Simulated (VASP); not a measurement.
Wanted: the native input for a VASP 6.6.1 run.

* Task: relaxation of cell and atoms
* Functional: PBE
* Potentials or basis: VASP PAW PBE potentials, release 64 (Sr_sv, Hf_pv, Bi_d)
* Cutoff: 500 eV
* k mesh: 4 × 4 × 4
* Occupations: gaussian, width 0.2 eV
* Spin: no spin polarisation
* Dipole correction: no
* Further INCAR settings: ALGO = Normal; EDIFF = 1e-07; IBRION = 2; EDIFFG = -0.025; NSW = 80; ISIF = 3

The structure of Sr3HfBi lies in POSCAR:

```
Sr3HfBi
1.0
    6.4307064592     -2.1348363553     -0.0013293352
    0.5519328947     -2.1491833927      7.0910861760
    0.0648340131     -8.3303369784      0.0693567174
Sr Hf Bi
6 2 2
Direct
    0.9744469345      0.9490138417      0.5363969552
    0.9545952798      0.9102804260      0.0094380467
    0.3774041195      0.1623781359      0.5906015703
    0.3687170133      0.1654016877      0.1076189890
    0.8083546635      0.4724529062      0.6826330936
    0.8250155954      0.4714719611      0.2006289474
    0.3163257768      0.6298932115      0.7442260942
    0.2878468358      0.6542645955      0.2784820655
    0.5291154556      0.7944847451      0.9239694552
    0.5581783261      0.7903584894      0.4260047827
```

One way to write it, as run:

INCAR

```
SYSTEM = Sr3HfBi
PREC = Accurate ; ENCUT = 500
EDIFF = 1E-7 ; ISMEAR = 0
SIGMA = 0.2 ; LREAL = .FALSE.
LASPH = .TRUE. ; NELM = 120
ALGO = Normal ; ISIF = 3
LWAVE = .FALSE. ; LCHARG = .FALSE.
GGA = PE ; IBRION = 2
NSW = 80 ; EDIFFG = -0.025
GGA_COMPAT = .FALSE. ; NELMIN = 4
KPAR = 4
```

KPOINTS

```
Automatic mesh
0
G
  4 4 4
  0 0 0
```

Potentials or basis: VASP PAW PBE potentials, release 64 (Sr_sv, Hf_pv, Bi_d).

Launch:

```sh
$ cat potpaw_PBE.64/Sr_sv/POTCAR potpaw_PBE.64/Hf_pv/POTCAR potpaw_PBE.64/Bi_d/POTCAR > POTCAR
$ mpirun -np 4 vasp_std > vasp.out
```

Results of the run:

- Relaxed volume: 39.58 Å³/atom
- Relaxed cell: a = 6.993 Å, b = 7.476 Å, c = 8.300 Å, α = 73.83°, β = 72.60°, γ = 80.14°
- Space group after relaxing (to 0.1 Å): P1 (No. 1)
- Energy gained by relaxing: 128.0 meV/atom
- Ionic steps: 33
- Pressure after relaxing: 0.0 GPa
- Largest force after relaxing: 0.021 eV/Å
- Band gap on the k mesh: zero (bands 55 and 56 overlap by 0.06 eV)

Caveat: spin-orbit coupling is left out, which moves the levels of the heavy elements.

Run time: 73 min on 4 MPI ranks on Intel(R) Xeon(R) 6975P-C (Granite Rapids), with other jobs on the host, peak memory 0.96 GiB a rank.
